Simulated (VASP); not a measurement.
Wanted: the native input for a VASP 6.6.1 run.

- Task: single point
- Functional: LDA
- Potentials or basis: VASP PAW LDA potentials, release 64 (Al)
- Cutoff: 500 eV
- k mesh: 13 × 13 × 13
- Occupations: methfessel-paxton, width 0.1 eV
- Spin: no spin polarisation
- Dipole correction: no
- Further INCAR settings: ALGO = Normal; EDIFF = 1e-06; NBANDS = 8

The structure of Al lies in POSCAR:

```
Al
1.0
    0.0000000000      2.0248050000      2.0248050000
    2.0248050000      0.0000000000      2.0248050000
    2.0248050000      2.0248050000      0.0000000000
Al
1
Direct
    0.0000000000      0.0000000000      0.0000000000
```

These files were run (other wordings do the same):

INCAR

```
PREC     = Accurate       # precision mode
ENCUT    = 500            # plane-wave cutoff, eV
EDIFF    = 1E-6           # SCF threshold, eV
ISMEAR   = 1              # smearing method
SIGMA    = 0.1            # smearing width, eV
LREAL    = False          # projectors in reciprocal space
LASPH    = True           # aspherical terms in the spheres
NELM     = 120            # most SCF steps
ALGO     = Normal         # electronic algorithm
ISIF     = 2              # what is computed and relaxed
LWAVE    = False          # write WAVECAR
LCHARG   = False          # write CHGCAR
NBANDS   = 8              # bands
GGA_COMPAT= False
```

KPOINTS

```
regular mesh
0
Gamma
  13 13 13
```

Potentials or basis: VASP PAW LDA potentials, release 64 (Al).

Run with:

```sh
$ cat potpaw_LDA.64/Al/POTCAR > POTCAR
$ mpirun -np 1 vasp_std > vasp.out
```

Results of the run:

* Pressure: -3.7 GPa

Wall time 20 s on 1 thread of AMD EPYC 7R43 64-Core Processor (Zen 3), with other jobs on the host, peak memory 0.08 GiB.
